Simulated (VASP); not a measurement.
# H2CO in VASP: notebook, part 2 of 3

VASP 6.6.1. Earlier steps stand in the parts before.

**3. Single point, r2SCAN+D3(BJ)**

The input, POSCAR:

```
H2CO
1.0
    7.7059940000      0.0000000000      0.0000000000
    0.0000000000      7.7059940000      0.0000000000
    0.0000000000      0.0000000000      7.7059940000
O C H
4 4 8
Direct
    0.5258503965      0.7123415876      0.3952637389
    0.3032704152      0.3926034721      0.8803147264
    0.2844538939     -0.0019465367      0.7288741725
    0.0474176336      0.6483264846      0.1604984380
    0.6245008756      0.6366861952      0.3242151499
    0.3613291160      0.4986637675      0.7977945480
    0.3608749241      0.0680898532      0.6248382752
    0.1547756201      0.7416953608      0.1260706925
    0.7709712725      0.4006232032      0.9348696612
    0.7680903982      0.3235533274      0.8766292836
    0.7956403807      0.8046852878      0.9265774149
    0.7845321447      0.7152354388      0.9040494971
    0.0578251164      0.1859202070      0.0955360204
    0.1490138715      0.2181678314      0.0754477618
    0.8927985150     -0.0098364987      0.5107063411
    0.8207766578      0.0306255105      0.4693619019
```

The input, INCAR.step1:

```
SYSTEM = H2CO
PREC = Accurate
ENCUT = 520
ISMEAR = -1
SIGMA = 0.05
LREAL = Auto
LASPH = .TRUE.
NELM = 60
NBANDS = 38
GGA = PE
ALGO = Normal
EDIFF = 1E-4
LWAVE = .TRUE.
LCHARG = .FALSE.
```

The input, INCAR.step2:

```
SYSTEM = H2CO
PREC = Accurate
ENCUT = 520
EDIFF = 1E-7
ISMEAR = -1
SIGMA = 0.05
LREAL = Auto
LASPH = .TRUE.
NELM = 60
ALGO = Normal
ISIF = 2
LWAVE = .FALSE.
LCHARG = .FALSE.
METAGGA = R2SCAN
LMIXTAU = .TRUE.
IVDW = 12
VDW_S6 = 1.0
VDW_S8 = 0.78981345
VDW_A1 = 0.49484001
VDW_A2 = 5.73083694
NBANDS = 38
ISTART = 1
```

The input, KPOINTS:

```
regular mesh
0
G
  1 1 1
  0 0 0
```

Potentials or basis: VASP PAW PBE potentials, release 64 (O, C, H).

On the command line:

```
$ cat potpaw_PBE.64/O/POTCAR potpaw_PBE.64/C/POTCAR potpaw_PBE.64/H/POTCAR > POTCAR
$ cp INCAR.step1 INCAR
$ mpirun -np 1 vasp_gam > vasp.out
$ cp INCAR.step2 INCAR
$ mpirun -np 1 vasp_gam > vasp.out
```

OUTCAR:

```text
SYSTEM = H2CO
   PREC = Accurate
   ENCUT = 520
   EDIFF = 1E-7
   ISMEAR = -1
   LREAL = Auto
   LASPH = .TRUE.
   NELM = 60
   ISIF = 2
   METAGGA = R2SCAN
   IVDW = 12
   ISTART = 1
 IVDW          = 12

 ion  position               nearest neighbor table
   1  0.526  0.712  0.395-   5 1.10
   2  0.303  0.393  0.880-   6 1.13
   3  0.284  0.998  0.729-   7 1.13
   4  0.047  0.648  0.160-   8 1.13
   5  0.625  0.637  0.324-   1 1.10
   6  0.361  0.499  0.798-   2 1.13
[... 8 lines left out ...]
  15  0.893  0.990  0.511-  16 0.71
  16  0.821  0.031  0.469-  15 0.71

  LATTYP: Found a simple cubic cell.
 ALAT       =     7.7059940000

  Lattice vectors:

 A1 = (   7.7059940000,   0.0000000000,   0.0000000000)
 A2 = (   0.0000000000,   7.7059940000,   0.0000000000)
 A3 = (   0.0000000000,   0.0000000000,   7.7059940000)

Analysis of symmetry for initial positions (statically):
[... 179 lines left out ...]
 val. band max:       -7.6486119683   @ k =   0.0000   0.0000   0.0000
 cond. band min:      -0.4294256359   @ k =   0.0000   0.0000   0.0000
 fundamental gap:      7.2191863324
 Fermi energy:        -6.4316136706

 k-point     1 :       0.0000    0.0000    0.0000
  band No.  band energies     occupation
      1     -29.6596      2.00000
      2     -29.4665      2.00000
      3     -29.2585      2.00000
      4     -29.2099      2.00000
      5     -13.2869      2.00000
      6     -13.0558      2.00000
[... 28 lines left out ...]
     35       2.6439      0.00000
     36       2.9863      0.00000
 [bands above 36 left out]

------------------------ aborting loop because EDIFF is reached ----------------------------------------

 Edisp (eV)   -0.18656

 E8    (eV) :    -0.0319

  FORCE on cell =-STRESS in cart. coord.  units (eV):
  Direction    XX          YY          ZZ          XY          YZ          ZX
  --------------------------------------------------------------------------------------
  -------------------------------------------------------------------------------------
  Total       2.94763     2.98064     1.77015    -1.19516     0.34438    -1.82247
  in kB      10.32043    10.43602     6.19776    -4.18458     1.20577    -6.38093
  external pressure =        8.98 kB  Pullay stress =        0.00 kB

 VOLUME and BASIS-vectors are now :
 -----------------------------------------------------------------------------
  energy-cutoff  :      520.00
  volume of cell :      457.60
      direct lattice vectors                 reciprocal lattice vectors
     7.705994000  0.000000000  0.000000000     0.129769112  0.000000000  0.000000000
     0.000000000  7.705994000  0.000000000     0.000000000  0.129769112  0.000000000
     0.000000000  0.000000000  7.705994000     0.000000000  0.000000000  0.129769112

 POSITION                                       TOTAL-FORCE (eV/Angst)
 -----------------------------------------------------------------------------------
      4.05220      5.48930      3.04590        -2.922489      2.260426      2.114606
      2.33700      3.02540      6.78370        -0.253569     -0.546283      0.435946
      2.19200      7.69099      5.61670        -0.200013     -0.206609      0.222145
      0.36540      4.99600      1.23680        -0.561485     -0.540504      0.232443
      4.81240      4.90630      2.49840         2.888467     -2.259061     -2.106856
      2.78440      3.84270      6.14780         0.371274      0.696088     -0.523902
[... 8 lines left out ...]
      6.87990      7.63019      3.93550         0.934554     -0.531216      0.535772
      6.32490      0.23600      3.61690        -0.930917      0.525952     -0.535891
 -----------------------------------------------------------------------------------
    total drift:                               -0.006849      0.026565      0.005821

  FREE ENERGIE OF THE ION-ELECTRON SYSTEM (eV)
  ---------------------------------------------------
  free  energy   TOTEN  =       -93.5375550464 eV

  energy  without entropy=      -93.5375550463  energy(sigma->0) =      -93.53755505
```

OSZICAR.step1:

```text
N       E                     dE             d eps       ncg     rms          rms(c)
DAV:   1     0.430695225479E+03    0.43070E+03   -0.20501E+04    76   0.102E+03
DAV:   2    -0.203711982023E+02   -0.45107E+03   -0.43044E+03   106   0.241E+02
DAV:   3    -0.908038572585E+02   -0.70433E+02   -0.69853E+02   104   0.106E+02
DAV:   4    -0.923105728643E+02   -0.15067E+01   -0.15003E+01    82   0.186E+01
DAV:   5    -0.923313998094E+02   -0.20827E-01   -0.20823E-01    96   0.212E+00    0.171E+01
DAV:   6    -0.876618057825E+02    0.46696E+01   -0.77096E+00    82   0.149E+01    0.905E+00
DAV:   7    -0.863665863232E+02    0.12952E+01   -0.12496E+00    96   0.664E+00    0.412E+00
DAV:   8    -0.860729412920E+02    0.29365E+00   -0.10717E+00    90   0.420E+00    0.103E+00
DAV:   9    -0.860732537053E+02   -0.31241E-03   -0.67332E-02    96   0.126E+00    0.437E-01
DAV:  10    -0.860727763534E+02    0.47735E-03   -0.58886E-03    90   0.456E-01    0.152E-01
DAV:  11    -0.860731914459E+02   -0.41509E-03   -0.12023E-03    76   0.194E-01    0.600E-02
DAV:  12    -0.860731153014E+02    0.76145E-04   -0.22992E-04    60   0.939E-02
   1 F= -.86073115E+02 E0= -.86073115E+02  d E =-.428082E-10
```

Wall time 91 s (1 thread of Intel Xeon 6975P-C (Granite Rapids), shared host); peak memory 0.52 GiB.

Results:

```yaml
Free_energy: -93.5376 eV
Pressure: 0.9 GPa
Largest_force: 4.257 eV/Å
Dispersion_energy_per_atom: -0.012 eV
```

Forces in eV/Å, atoms in the order of the input:
```
O   -2.922  2.260  2.115
O   -0.254 -0.546  0.436
O   -0.200 -0.207  0.222
O   -0.561 -0.541  0.232
C    2.888 -2.259 -2.107
C    0.371  0.696 -0.524
C    0.196  0.155 -0.252
C    0.636  0.520 -0.181
H   -0.003 -0.109 -0.045
H    0.000  0.087  0.045
H    0.089  0.965  0.205
H   -0.143 -0.913 -0.266
H    0.618  0.200 -0.088
H   -0.719 -0.304  0.207
H    0.935 -0.531  0.536
H   -0.931  0.526 -0.536
```

Stress tensor (GPa, compression positive):
```
 1.03 -0.42 -0.64
-0.42  1.04  0.12
-0.64  0.12  0.62
```

Levels at points of the mesh, in eV from the Fermi level:
| k point | band 21 | band 22 | band 23 | band 24 | band 25 | band 26 | band 27 | band 28 |
| --- | --- | --- | --- | --- | --- | --- | --- | --- |
| (0.00, 0.00, 0.00) | -1.61 | -1.37 | -1.33 | -1.22 | 6.00 | 6.14 | 6.27 | 6.32 |

Caveat: the k points lie up to 0.82 Å⁻¹ apart, too coarse for converged energies, forces and pressures; the PAW data sets were made with another functional, which shifts forces and pressure a little.

**4. Single point, r2SCAN+D3(BJ)**

The input, POSCAR:

```
H2CO
1.0
    7.7059940000      0.0000000000      0.0000000000
    0.0000000000      7.7059940000      0.0000000000
    0.0000000000      0.0000000000      7.7059940000
O C H
4 4 8
Direct
    0.5166757202      0.7310672705      0.3887752832
    0.3038673531      0.3816509590      0.8714125653
    0.3048016907     -0.0060861714      0.7475868785
    0.0631586269      0.6480539694      0.1661044636
    0.5960425092      0.6293542403      0.3173373870
    0.3473529826      0.5001042046      0.7983395783
    0.3559047671      0.0715287346      0.6370235949
    0.1699196755      0.7345321058      0.1129769891
    0.7575271925      0.3525048164      0.9749553400
    0.7729956706      0.4068391437      0.8949007746
    0.7814436398      0.7763307368      0.9489496099
    0.8101485675      0.6973921859      0.9068784637
    0.0639891492      0.1515833000      0.0279522668
    0.1067091410      0.2191410998      0.0905658634
    0.8942908598     -0.0380353268      0.4830655202
    0.8541143427      0.0433818142      0.4429149569
```

The input, INCAR.step1:

```
SYSTEM = H2CO
  ALGO = Normal
  EDIFF = 1E-4
  ENCUT = 520
  GGA = PE
  ISMEAR = -1
  LASPH = .TRUE.
  LCHARG = .FALSE.
  LREAL = Auto
  LWAVE = .TRUE.
  NBANDS = 38
  NELM = 100
  PREC = Accurate
  SIGMA = 0.05
```

The input, INCAR.step2:

```
SYSTEM = H2CO
  ALGO = Normal
  EDIFF = 1E-7
  ENCUT = 520
  ISIF = 2
  ISMEAR = -1
  ISTART = 1
  IVDW = 12
  LASPH = .TRUE.
  LCHARG = .FALSE.
  LMIXTAU = .TRUE.
  LREAL = Auto
  LWAVE = .FALSE.
  METAGGA = R2SCAN
  NBANDS = 38
  NELM = 100
  PREC = Accurate
  SIGMA = 0.05
  VDW_A1 = 0.49484001
  VDW_A2 = 5.73083694
  VDW_S6 = 1.0
  VDW_S8 = 0.78981345
```

The input, KPOINTS:

```
k-points
0
G
  1 1 1
  0 0 0
```

Potentials or basis: VASP PAW PBE potentials, release 64 (O, C, H).

On the command line:

```
$ cat potpaw_PBE.64/O/POTCAR potpaw_PBE.64/C/POTCAR potpaw_PBE.64/H/POTCAR > POTCAR
$ cp INCAR.step1 INCAR
$ mpirun -np 1 vasp_gam > vasp.out
$ cp INCAR.step2 INCAR
$ mpirun -np 1 vasp_gam > vasp.out
```

OUTCAR:

```text
SYSTEM = H2CO
   EDIFF = 1E-7
   ENCUT = 520
   ISIF = 2
   ISMEAR = -1
   ISTART = 1
   IVDW = 12
   LASPH = .TRUE.
   LREAL = Auto
   METAGGA = R2SCAN
   NELM = 100
   PREC = Accurate
 IVDW          = 12

 ion  position               nearest neighbor table
   1  0.517  0.731  0.389-   5 1.14
   2  0.304  0.382  0.871-   6 1.12
   3  0.305  0.994  0.748-   7 1.11
   4  0.063  0.648  0.166-   8 1.14
   5  0.596  0.629  0.317-   1 1.14
   6  0.347  0.500  0.798-   2 1.12
[... 8 lines left out ...]
  15  0.894  0.962  0.483-  16 0.76
  16  0.854  0.043  0.443-  15 0.76

  LATTYP: Found a simple cubic cell.
 ALAT       =     7.7059940000

  Lattice vectors:

 A1 = (   7.7059940000,   0.0000000000,   0.0000000000)
 A2 = (   0.0000000000,   7.7059940000,   0.0000000000)
 A3 = (   0.0000000000,   0.0000000000,   7.7059940000)

Analysis of symmetry for initial positions (statically):
=====================================================================
 Subroutine PRICEL returns:
 Original cell was already a primitive cell.

 Routine SETGRP: Setting up the symmetry group for a
 simple cubic supercell.

 Subroutine GETGRP returns: Found  1 space group operations
 (whereof  1 operations were pure point group operations)
 out of a pool of 48 trial point group operations.

The static configuration has the point symmetry C_1 .

Analysis of symmetry for dynamics (positions and initial velocities):
=====================================================================
 Subroutine PRICEL returns:
 Original cell was already a primitive cell.

 Routine SETGRP: Setting up the symmetry group for a
 simple cubic supercell.

 Subroutine GETGRP returns: Found  1 space group operations
 (whereof  1 operations were pure point group operations)
 out of a pool of 48 trial point group operations.

The dynamic configuration has the point symmetry C_1 .

 Subroutine INISYM returns: Found  1 space group operations
 (whereof  1 operations are pure point group operations),
 and found     1 'primitive' translations

[... 123 lines left out ...]
   METAGGA = R2SCAN    functional components
   LHFCALC =     F    Hartree Fock is set to
   AEXX    =    0.0000 exact exchange contribution
   IVDW    =    12    specifies the selected vdW correction
   LEPSILON=     F    determine dielectric tensor
   LRPA    =     F    only Hartree local field effects (RPA)
 non-spin polarized calculation
  energy-cutoff  :      520.00
  volume of cell :      457.60
 maximum number of plane-waves:      6147
 NGX is ok and might be reduce to    60
   NGX = 29   NGY = 29   NGZ = 29

 number of electron      47.9999995 magnetization

 Free energy of the ion-electron system (eV)
  ---------------------------------------------------
  ext. energy  EPLUGINS =         0.00000000
  ---------------------------------------------------
  free energy    TOTEN  =       -93.34104612 eV

  energy without entropy =      -93.34104612  energy(sigma->0) =      -93.34104612

 E-fermi :  -6.3808     XC(G=0):  -4.1174

 val. band max:       -7.6221802451   @ k =   0.0000   0.0000   0.0000
 cond. band min:      -0.5473143306   @ k =   0.0000   0.0000   0.0000
 fundamental gap:      7.0748659145
 Fermi energy:        -6.3808076803

 k-point     1 :       0.0000    0.0000    0.0000
  band No.  band energies     occupation
      1     -29.4712      2.00000
      2     -29.3925      2.00000
      3     -29.2023      2.00000
      4     -29.1644      2.00000
      5     -13.1811      2.00000
      6     -13.0867      2.00000
[... 28 lines left out ...]
     35       2.4753      0.00000
     36       3.0398      0.00000
 [bands above 36 left out]

------------------------ aborting loop because EDIFF is reached ----------------------------------------

 Edisp (eV)   -0.18811

 E8    (eV) :    -0.0323

  FORCE on cell =-STRESS in cart. coord.  units (eV):
  Direction    XX          YY          ZZ          XY          YZ          ZX
  --------------------------------------------------------------------------------------
  -------------------------------------------------------------------------------------
  Total       0.13629     1.45463     1.49727     0.84405    -1.96535    -1.46518
  in kB       0.47718     5.09303     5.24234     2.95525    -6.88120    -5.12997
  external pressure =        3.60 kB  Pullay stress =        0.00 kB

 VOLUME and BASIS-vectors are now :
 -----------------------------------------------------------------------------
  energy-cutoff  :      520.00
  volume of cell :      457.60
      direct lattice vectors                 reciprocal lattice vectors
     7.705994000  0.000000000  0.000000000     0.129769112  0.000000000  0.000000000
     0.000000000  7.705994000  0.000000000     0.000000000  0.129769112  0.000000000
     0.000000000  0.000000000  7.705994000     0.000000000  0.000000000  0.129769112

 POSITION                                       TOTAL-FORCE (eV/Angst)
 -----------------------------------------------------------------------------------
      3.98150      5.63360      2.99590         0.109805     -0.120820     -0.089203
      2.34160      2.94100      6.71510        -0.350452     -1.054355      0.709173
      2.34880      7.65909      5.76090        -1.007993     -1.566963      2.130636
      0.48670      4.99390      1.28000         0.042408     -0.008266      0.057817
      4.59310      4.84980      2.44540        -0.109487      0.116112      0.102360
      2.67670      3.85380      6.15200         0.453982      1.212253     -0.763934
[... 8 lines left out ...]
      6.89140      7.41289      3.72250        -0.310493      0.633953     -0.311678
      6.58180      0.33430      3.41310         0.315462     -0.640418      0.310277
 -----------------------------------------------------------------------------------
    total drift:                               -0.000977      0.013514      0.015086

  FREE ENERGIE OF THE ION-ELECTRON SYSTEM (eV)
  ---------------------------------------------------
  free  energy   TOTEN  =       -93.5291515432 eV

  energy  without entropy=      -93.5291515431  energy(sigma->0) =      -93.52915154
```

OUTCAR.step1:

```text
SYSTEM = H2CO
   EDIFF = 1E-4
   ENCUT = 520
   GGA = PE
   ISMEAR = -1
   LASPH = .TRUE.
   LREAL = Auto
   NELM = 100
[... 280 lines left out ...]
      2.67670      3.85380      6.15200         0.742461      1.991075     -1.237483
[... 8 lines left out ...]
      6.89140      7.41289      3.72250        -0.194774      0.399226     -0.194404
      6.58180      0.33430      3.41310         0.198475     -0.401562      0.194496
 -----------------------------------------------------------------------------------
    total drift:                                0.005725      0.022146      0.011140

  FREE ENERGIE OF THE ION-ELECTRON SYSTEM (eV)
  ---------------------------------------------------
  free  energy   TOTEN  =       -86.0988765923 eV

  energy  without entropy=      -86.0988765922  energy(sigma->0) =      -86.09887659
```

OSZICAR.step1:

```text
N       E                     dE             d eps       ncg     rms          rms(c)
DAV:   1     0.421894603765E+03    0.42189E+03   -0.20508E+04    76   0.102E+03
DAV:   2    -0.234139349196E+02   -0.44531E+03   -0.42469E+03   106   0.241E+02
DAV:   3    -0.906913130820E+02   -0.67277E+02   -0.66763E+02   104   0.105E+02
DAV:   4    -0.920562137202E+02   -0.13649E+01   -0.13580E+01    96   0.178E+01
DAV:   5    -0.920754985026E+02   -0.19285E-01   -0.19284E-01    90   0.205E+00    0.168E+01
DAV:   6    -0.876161127458E+02    0.44594E+01   -0.76520E+00    76   0.148E+01    0.890E+00
DAV:   7    -0.863927852137E+02    0.12233E+01   -0.11480E+00   104   0.639E+00    0.415E+00
DAV:   8    -0.860981138829E+02    0.29467E+00   -0.11462E+00    96   0.425E+00    0.102E+00
DAV:   9    -0.860986098512E+02   -0.49597E-03   -0.70203E-02    90   0.129E+00    0.450E-01
DAV:  10    -0.860982481171E+02    0.36173E-03   -0.67208E-03    88   0.491E-01    0.152E-01
DAV:  11    -0.860988566566E+02   -0.60854E-03   -0.11957E-03    82   0.192E-01    0.612E-02
DAV:  12    -0.860988765923E+02   -0.19936E-04   -0.23981E-04    68   0.969E-02
   1 F= -.86098877E+02 E0= -.86098877E+02  d E =-.268096E-10
```

Wall time 99 s (1 thread of Intel Xeon 6975P-C (Granite Rapids), shared host); peak memory 0.53 GiB.

What came out:

```yaml
Free_energy: -93.5292 eV
Pressure: 0.4 GPa
Largest_force: 2.831 eV/Å
Dispersion_energy_per_atom: -0.012 eV
```

Forces in eV/Å, atoms in the order of the input:
```
O    0.110 -0.121 -0.089
O   -0.350 -1.054  0.709
O   -1.008 -1.567  2.131
O    0.042 -0.008  0.058
C   -0.109  0.116  0.102
C    0.454  1.212 -0.764
C    1.013  1.479 -2.191
C   -0.001 -0.002  0.037
H    0.072  0.260 -0.394
H   -0.094 -0.323  0.374
H   -0.222  0.580  0.241
H    0.164 -0.478 -0.303
H    0.528  0.837  0.857
H   -0.603 -0.925 -0.767
H   -0.310  0.634 -0.312
H    0.315 -0.640  0.310
```

Stress tensor (GPa, compression positive):
```
 0.05  0.30 -0.51
 0.30  0.51 -0.69
-0.51 -0.69  0.52
```

Caveat: the k points lie up to 0.82 Å⁻¹ apart, too coarse for converged energies, forces and pressures; the atoms stand as in a frame of molecular dynamics; the PAW data sets were made with another functional, which shifts forces and pressure a little.

(Continued in part 3 of 3.)
